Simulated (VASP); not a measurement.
# TmHOs (P4/mmm) in VASP: notebook

Runs on TmHOs. Level: PBE. Tasks: single point.

All numbers are computed with VASP 6.6.1; they aren't measurements. Logs are shortened: lines on timing, memory, paths and dates and some standing lists are left out, and cuts for length are marked.

### Step 1. The cell of the first run

Symmetry: P4/mmm, No. 123, tetragonal system. Conventional cell: a = 3.409 Å, b = 3.409 Å, c = 3.551 Å, α = 90.00°, β = 90.00°, γ = 90.00°. Tm (site symmetry 4/mmm) has 4 H at 2.41 Å and 8 Os at 2.99 Å within 3.2 Å. Within 2.5 Å of H (site symmetry 4/mmm) lie 2 Os at 1.78 Å and 4 Tm at 2.41 Å. Os (site symmetry 4/mmm) has 2 H at 1.78 Å within 2.4 Å.

### Step 2. Single point, PBE

Contents of INCAR:

```
SYSTEM = TmHOs
PREC = Accurate
ENCUT = 600
EDIFF = 1E-6
ISMEAR = 0
SIGMA = 0.1
LREAL = .FALSE.
LASPH = .TRUE.
NELM = 200
ALGO = Normal
ISIF = 2
LWAVE = .FALSE.
LCHARG = .TRUE.
GGA = PE
LELF = .TRUE.
LVHAR = .TRUE.
NBANDS = 16
GGA_COMPAT = .FALSE.
LMAXMIX = 6
```

Contents of KPOINTS:

```
regular mesh
0
G
  10 10 10
  0 0 0
```

Contents of POSCAR:

```
TmHOs
1.0
    3.4088351358      0.0000000000      0.0000000000
    0.0000000000      3.4088351358      0.0000000000
    0.0000000000      0.0000000000      3.5513360685
Tm H Os
1 1 1
Direct
    0.5000000000      0.5000000000      0.5000000000
    0.0000000000      0.0000000000      0.5000000000
    0.0000000000      0.0000000000      0.0000000000
```

Potentials or basis: VASP PAW PBE potentials, release 64 (Tm_3, H, Os), 4f in core.

Launch:

```bash
> cat potpaw_PBE.64/Tm_3/POTCAR potpaw_PBE.64/H/POTCAR potpaw_PBE.64/Os/POTCAR > POTCAR
> mpirun -np 1 vasp_std > vasp.out
```

OUTCAR:

```text
SYSTEM = TmHOs
   PREC = Accurate
   ENCUT = 600
   EDIFF = 1E-6
   ISMEAR = 0
   LREAL = .FALSE.
   LASPH = .TRUE.
   NELM = 200
   ISIF = 2
   GGA = PE

 ion  position               nearest neighbor table
   1  0.500  0.500  0.500-   3 2.99   3 2.99   3 2.99   3 2.99   3 2.99   3 2.99   3 2.99   3 2.99

   2  0.000  0.000  0.500-   3 1.78   3 1.78
   3  0.000  0.000  0.000-   2 1.78   2 1.78   1 2.99   1 2.99   1 2.99   1 2.99   1 2.99   1 2.99
                             1 2.99   1 2.99

  LATTYP: Found a simple tetragonal cell.
 ALAT       =     3.4088351358
 C/A-ratio  =     1.0418034100

  Lattice vectors:

 A1 = (   3.4088351358,   0.0000000000,   0.0000000000)
 A2 = (   0.0000000000,   3.4088351358,   0.0000000000)
 A3 = (   0.0000000000,   0.0000000000,   3.5513360685)

Analysis of symmetry for initial positions (statically):
=====================================================================
 Subroutine PRICEL returns:
 Original cell was already a primitive cell.

 Routine SETGRP: Setting up the symmetry group for a
 simple tetragonal supercell.

 Subroutine GETGRP returns: Found 16 space group operations
 (whereof 16 operations were pure point group operations)
 out of a pool of 16 trial point group operations.

The static configuration has the point symmetry D_4h.

Analysis of symmetry for dynamics (positions and initial velocities):
=====================================================================
 Subroutine PRICEL returns:
 Original cell was already a primitive cell.

 Routine SETGRP: Setting up the symmetry group for a
 simple tetragonal supercell.

 Subroutine GETGRP returns: Found 16 space group operations
 (whereof 16 operations were pure point group operations)
 out of a pool of 16 trial point group operations.

The dynamic configuration has the point symmetry D_4h.

 Subroutine INISYM returns: Found 16 space group operations
 (whereof 16 operations are pure point group operations),
 and found     1 'primitive' translations

----------------------------------------------------------------------------------------

                                     Primitive cell

  volume of cell :      41.2671

  direct lattice vectors                    reciprocal lattice vectors
     3.408835136  0.000000000  0.000000000     0.293355343  0.000000000  0.000000000
     0.000000000  3.408835136  0.000000000     0.000000000  0.293355343  0.000000000
     0.000000000  0.000000000  3.551336068     0.000000000  0.000000000  0.281584165

  length of vectors
     3.408835136  3.408835136  3.551336068     0.293355343  0.293355343  0.281584165

  position of ions in fractional coordinates (direct lattice)
     0.500000000  0.500000000  0.500000000
     0.000000000  0.000000000  0.500000000
     0.000000000  0.000000000  0.000000000

  ion indices of the primitive-cell ions
   primitive index   ion index
                 1           1
                 2           2
                 3           3

----------------------------------------------------------------------------------------

 KPOINTS: regular mesh

Automatic generation of k-mesh.
 Grid dimensions read from file:
 generate k-points for:   10   10   10

 Generating k-lattice:

  Cartesian coordinates                     Fractional coordinates (reciprocal lattice)
     0.029335534  0.000000000  0.000000000     0.100000000  0.000000000  0.000000000
     0.000000000  0.029335534  0.000000000     0.000000000  0.100000000  0.000000000
     0.000000000  0.000000000  0.028158416     0.000000000  0.000000000  0.100000000

  Length of vectors
     0.029335534  0.029335534  0.028158416

  Shift w.r.t. Gamma in fractional coordinates (k-lattice)
     0.000000000  0.000000000  0.000000000

 Subroutine IBZKPT returns following result:
 ===========================================

 Found    126 irreducible k-points:

 Following reciprocal coordinates:
            Coordinates               Weight
  0.000000  0.000000  0.000000      1.000000
  0.100000  0.000000  0.000000      4.000000
  0.200000  0.000000  0.000000      4.000000
  0.300000  0.000000  0.000000      4.000000
  0.400000  0.000000  0.000000      4.000000
  0.500000  0.000000  0.000000      2.000000
[... 16 lines left out ...]
  0.100000  0.000000  0.100000      8.000000
  0.200000  0.000000  0.100000      8.000000
 [... further k-points ...]
   k-points           NKPTS =    126   k-points in BZ     NKDIM =    126   number of bands    NBANDS=     16
   number of dos      NEDOS =    301   number of ions     NIONS =      3
   total plane-waves  NPLWV =  21952
   dimension x,y,z NGX =    28 NGY =   28 NGZ =   28
   dimension x,y,z NGXF=    56 NGYF=   56 NGZF=   56
   ions per type =               1   1   1
   NGX,Y,Z   is equivalent  to a cutoff of  13.66, 13.66, 13.11 a.u.
   NGXF,Y,Z  is equivalent  to a cutoff of  27.31, 27.31, 26.21 a.u.
 SYSTEM =  TmHOs
   PREC   = accura    normal or accurate (medium, high low for compatibility)
   ISTART =      0    job   : 0-new  1-cont  2-samecut
   ICHARG =      2    charge: 1-file 2-atom 10-const
   ISPIN  =      1    spin polarized calculation?
   LNONCOLLINEAR =      F non collinear calculations
   LSORBIT =      F    spin-orbit coupling
   LASPH  =      T    aspherical Exc in radial PAW
   ENCUT  =  600.0 eV  44.10 Ry    6.64 a.u.   6.81  6.81  7.09*2*pi/ulx,y,z
   NELM   =    200;   NELMIN=  2; NELMDL= -5     # of ELM steps
   EDIFF  = 0.1E-05   stopping-criterion for ELM
   LREAL  =      F    real-space projection
   EDIFFG = 0.1E-04   stopping-criterion for IOM
   NSW    =      0    number of steps for IOM
   IBRION =     -1    ionic relax: 0-MD 1-quasi-New 2-CG
   NFREE  =      0    steps in history (QN), initial steepest desc. (CG)
   ISIF   =      2    stress and relaxation
   ISYM   =      2    0-nonsym 1-usesym 2-fastsym
   POTIM  = 0.5000    time-step for ionic-motion
   TEBEG  =    0.0;   TEEND  =   0.0 temperature during run
   PSTRESS=    0.0 pullay stress
   NELECT =      18.0000    total number of electrons
   NUPDOWN=      -1.0000    fix difference up-down
   EMIN   =  10.00;   EMAX   =-10.00  energy-range for DOS
   EFERMI =   0.00;   METHOD = LEGACY
   ISMEAR =     0;   SIGMA  =   0.10  broadening in eV -4-tet -1-fermi 0-gaus
   EFERMI_NEDOS =   21; number of points for ismear=-14 and -15
   IALGO  =     38    algorithm
   IMIX   =      4    mixing-type and parameters
     AMIX     =   0.40;   BMIX     =  1.00
     AMIX_MAG =   1.60;   BMIX_MAG =  1.00
  volume/ion in A,a.u.               =      13.76        92.83
  Fermi-wavevector in a.u.,A,eV,Ry     =   1.241551  2.346190 20.972670  1.541448
  Thomas-Fermi vector in A             =   2.375943
   LORBIT       =      0    0 simple, 1 ext, 2 COOP (PROOUT), +10 PAW based schemes
   GGA     = PE    functional components
   LHFCALC =     F    Hartree Fock is set to
   AEXX    =    0.0000 exact exchange contribution
   IVDW    =     0    specifies the selected vdW correction
   LEPSILON=     F    determine dielectric tensor
   LRPA    =     F    only Hartree local field effects (RPA)
 non-spin polarized calculation
 Gauss-broadening in eV      SIGMA  =   0.10
  energy-cutoff  :      600.00
  volume of cell :       41.27
 maximum number of plane-waves:      1404
 NGX is ok and might be reduce to    28
   NGX = 13   NGY = 13   NGZ = 15

 number of electron      18.0000000 magnetization

 Free energy of the ion-electron system (eV)
  ---------------------------------------------------
  ext. energy  EPLUGINS =         0.00000000
  ---------------------------------------------------
  free energy    TOTEN  =       -19.89544946 eV

  energy without entropy =      -19.88641050  energy(sigma->0) =      -19.89092998

 E-fermi :   5.0113     XC(G=0): -11.9110

 val. band max:        5.0031521937   @ k =   0.5000   0.3000   0.2000
 cond. band min:       5.0404156739   @ k =   0.5000   0.2000   0.3000
 fundamental gap:      0.0372634802
 Fermi energy:         5.0113021182

 k-point     1 :       0.0000    0.0000    0.0000
  band No.  band energies     occupation
      1     -19.3114      2.00000
      2     -19.3114      2.00000
      3     -19.2067      2.00000
      4      -4.8978      2.00000
      5      -0.1128      2.00000
      6       1.5961      2.00000
[... 8 lines left out ...]
     15      12.1510      0.00000
     16      12.5008      0.00000

 k-point     2 :       0.1000    0.0000    0.0000
  band No.  band energies     occupation
      1     -19.3596      2.00000
      2     -19.3085      2.00000
      3     -19.2043      2.00000
      4      -4.7571      2.00000
      5       0.0075      2.00000
      6       1.7166      2.00000
[... 8 lines left out ...]
     15      12.0025      0.00000
     16      13.6049      0.00000

 k-point     3 :       0.2000    0.0000    0.0000
  band No.  band energies     occupation
      1     -19.4833      2.00000
      2     -19.3009      2.00000
      3     -19.1981      2.00000
      4      -4.3769      2.00000
      5       0.3569      2.00000
      6       2.0253      2.00000
[... 8 lines left out ...]
     15      11.6512      0.00000
     16      15.3772      0.00000

 k-point     4 :       0.3000    0.0000    0.0000
  band No.  band energies     occupation
      1     -19.6314      2.00000
      2     -19.2915      2.00000
      3     -19.1904      2.00000
      4      -3.8773      2.00000
      5       0.8985      2.00000
      6       2.3570      2.00000
[... 8 lines left out ...]
     15      11.2204      0.00000
     16      16.2105      0.00000
[... 324 lines left out ...]
 k-point    22 :       0.0000    0.0000    0.1000
  band No.  band energies     occupation
      1     -19.3104      2.00000
      2     -19.3104      2.00000
      3     -19.2372      2.00000
      4      -4.7066      2.00000
      5       0.0334      2.00000
      6       1.6768      2.00000
[... 8 lines left out ...]
     15      11.7791      0.00000
     16      13.8700      0.00000

 k-point    23 :       0.1000    0.0000    0.1000
  band No.  band energies     occupation
      1     -19.3582      2.00000
      2     -19.3073      2.00000
      3     -19.2340      2.00000
      4      -4.5670      2.00000
      5       0.1495      2.00000
      6       1.7916      2.00000
[... 8 lines left out ...]
     15      11.9553      0.00000
     16      13.6188      0.00000

 k-point    24 :       0.2000    0.0000    0.1000
  band No.  band energies     occupation
      1     -19.4803      2.00000
      2     -19.2993      2.00000
      3     -19.2261      2.00000
      4      -4.1889      2.00000
      5       0.4810      2.00000
      6       2.0770      2.00000
[... 8 lines left out ...]
     15      11.7610      0.00000
     16      14.6944      0.00000

 [... further k-points ...]

------------------------ aborting loop because EDIFF is reached ----------------------------------------

  FORCE on cell =-STRESS in cart. coord.  units (eV):
  Direction    XX          YY          ZZ          XY          YZ          ZX
  --------------------------------------------------------------------------------------
  -------------------------------------------------------------------------------------
  Total        0.1766045      0.1766045      0.3933637      0.0000000      0.0000000     -0.0000000
  in kB        6.8565967      6.8565967     15.2721819      0.0000000      0.0000000     -0.0000000
  external PRESSURE =       9.6617917 kB  Pullay stress =       0.0000000 kB

 VOLUME and BASIS-vectors are now :
 -----------------------------------------------------------------------------
  energy-cutoff  :      600.00
  volume of cell :       41.27
      direct lattice vectors                 reciprocal lattice vectors
     3.408835136  0.000000000  0.000000000     0.293355343  0.000000000  0.000000000
     0.000000000  3.408835136  0.000000000     0.000000000  0.293355343  0.000000000
     0.000000000  0.000000000  3.551336068     0.000000000  0.000000000  0.281584165

 POSITION                                       TOTAL-FORCE (eV/Angst)
 -----------------------------------------------------------------------------------
      1.70442      1.70442      1.77567         0.000000      0.000000      0.000000
      0.00000      0.00000      1.77567         0.000000      0.000000      0.000000
      0.00000      0.00000      0.00000         0.000000      0.000000      0.000000
 -----------------------------------------------------------------------------------
    total drift:                                0.000000      0.000000      0.000000

  FREE ENERGIE OF THE ION-ELECTRON SYSTEM (eV)
  ---------------------------------------------------
  free  energy   TOTEN  =       -19.8954494574 eV

  energy  without entropy=      -19.8864104980  energy(sigma->0) =      -19.89092998
```

Wall time 37 s (1 thread of Intel Xeon 6975P-C (Granite Rapids), shared host); peak memory 0.25 GiB.

Results:

| Property | Result |
| --- | --- |
| Free energy | -19.8954 eV |
| Pressure | 1.0 GPa |
| Band gap on the k mesh | zero (bands 9 and 10 overlap by 1.75 eV) |

Caveat: spin-orbit coupling is left out, which moves the levels of the heavy elements; the 4f electrons are frozen in the core, so they carry no moment and show no levels.

### Step 3. Single point, PBE (14.17 Å³/atom)

This run uses another cell than the first one, of 14.17 Å³/atom.

Contents of INCAR:

```
PREC     = Accurate       # precision mode
ENCUT    = 600            # plane-wave cutoff, eV
EDIFF    = 1E-6           # SCF threshold, eV
ISMEAR   = 0              # smearing method
SIGMA    = 0.1            # smearing width, eV
LREAL    = F              # projectors in reciprocal space
LASPH    = T              # aspherical terms in the spheres
NELM     = 200            # most SCF steps
ALGO     = Normal         # electronic algorithm
ISIF     = 2              # what is computed and relaxed
LWAVE    = F              # write WAVECAR
LCHARG   = F              # write CHGCAR
GGA      = PE             # functional
NBANDS   = 16             # bands
GGA_COMPAT= F            
LMAXMIX  = 6              # l up to which the mixer works
```

Contents of KPOINTS:

```
regular mesh
0
Gamma
  10 10 10
```

Contents of POSCAR:

```
TmHOs
1.0
    3.4539074859      0.0000000000      0.0000000000
    0.0000000000      3.4539074859      0.0000000000
    0.0000000000      0.0000000000      3.5627686421
Tm H Os
1 1 1
Direct
    0.5000000000      0.5000000000      0.5000000000
    0.0000000000      0.0000000000      0.5000000000
    0.0000000000      0.0000000000      0.0000000000
```

Potentials or basis: VASP PAW PBE potentials, release 64 (Tm_3, H, Os), 4f in core.

Launch:

```bash
> cat potpaw_PBE.64/Tm_3/POTCAR potpaw_PBE.64/H/POTCAR potpaw_PBE.64/Os/POTCAR > POTCAR
> mpirun -np 1 vasp_std > vasp.out
```

It took 38 s on 1 thread of Intel Xeon 6975P-C (Granite Rapids), shared host; peak memory 0.25 GiB.

It converged, with:

- Free energy: -19.8862 eV
- Pressure: -3.0 GPa
- Band gap on the k mesh: zero (bands 9 and 10 overlap by 1.58 eV)

Stress tensor (GPa, compression positive):
```
-3.23  0.00  0.00
 0.00 -3.23  0.00
 0.00  0.00 -2.52
```

Levels at points of the mesh, in eV from the Fermi level:
```
           k point  band 5  band 6  band 7  band 8  band 9  band 10  band 11  band 12  band 13  band 14
(0.00, 0.00, 0.00)   -4.99   -3.27   -0.87   -0.87   -0.36     3.15     3.28     6.63     6.70     6.92
(0.50, 0.00, 0.00)   -2.91   -2.71   -1.18   -0.65   -0.36     0.90     1.29     2.20     2.37     5.62
(0.50, 0.50, 0.00)   -3.38   -2.19   -2.19    1.00    1.01     1.38     1.38     4.54     6.71     6.71
(0.00, 0.00, 0.50)   -3.65   -2.08   -1.21   -1.21   -0.49     0.14     0.70     3.04     3.04     5.48
(0.50, 0.00, 0.50)   -4.07   -4.04   -2.26   -1.61   -0.57     1.11     1.56     3.79     6.36     6.93
(0.50, 0.50, 0.50)   -2.25   -2.25   -1.74   -0.47   -0.47    -0.38     1.07     2.94     7.44     7.63
```

Caveat: spin-orbit coupling is left out, which moves the levels of the heavy elements; the 4f electrons are frozen in the core, so they carry no moment and show no levels.

The gap in the log of VASP goes by the Fermi energy; the results here count the filled bands.